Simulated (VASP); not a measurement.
Write the native input for VASP 6.6.1 that does the following.

* Task: single point
* Functional: PBEsol
* Dispersion: D4
* Potentials or basis: VASP PAW PBE potentials, release 64 (Co, O)
* Cutoff: 520 eV
* k mesh: 11 × 11 × 11
* Occupations: fermi-dirac, width 0.05 eV
* Spin: collinear spin, ferromagnetic start
* Starting moments: [2.0, 0.0] μB
* Dipole correction: no
* Further INCAR settings: ALGO = Normal; EDIFF = 1e-06; NBANDS = 18

The structure of CoO lies in POSCAR:

```
CoO
1.0
    0.0000000000      2.0879877907      2.0879877907
    2.0879877907      0.0000000000      2.0879877907
    2.0879877907      2.0879877907      0.0000000000
Co O
1 1
Direct
    0.0000000000      0.0000000000      0.0000000000
    0.5000000000      0.5000000000      0.5000000000
```

The input as run:

INCAR

```
SYSTEM = CoO
ALGO = Normal
EDIFF = 1E-6
ENCUT = 520
GGA = PS
ISIF = 2
ISMEAR = -1
ISPIN = 2
IVDW = 13
LASPH = .TRUE.
LCHARG = .TRUE.
LELF = .TRUE.
LMAXMIX = 4
LORBIT = 11
LREAL = .FALSE.
LVHAR = .TRUE.
LWAVE = .FALSE.
MAGMOM = 2 0
NBANDS = 18
NELM = 150
PREC = Accurate
SIGMA = 0.05
```

KPOINTS

```
k-points
0
G
  11 11 11
  0 0 0
```

Potentials or basis: VASP PAW PBE potentials, release 64 (Co, O).

The run is started by

```console
$ cat potpaw_PBE.64/Co/POTCAR potpaw_PBE.64/O/POTCAR > POTCAR
$ mpirun -np 1 vasp_std > vasp.out
```

It gave:

| Item | Value |
| --- | --- |
| Pressure | -3.5 GPa |
| Net moment | 2.78 μB per cell |
| Site moments | Co +2.45; O +0.28 μB |
| Valence electrons inside the program's atomic spheres | Co 7.92; O 4.98 |
| Dispersion energy per atom | -0.164 eV |

Caveat: the PAW data sets were made with another functional, which shifts forces and pressure a little; a cell with one magnetic atom can't hold antiferromagnetic order, which such compounds often take; pairwise dispersion overbinds metals, which lowers pressure and volume.

It took 30 s on 1 thread of Intel(R) Xeon(R) Platinum 8259CL CPU @ 2.50GHz (Skylake/Cascade Lake), with other jobs on the host, peak memory 0.17 GiB.
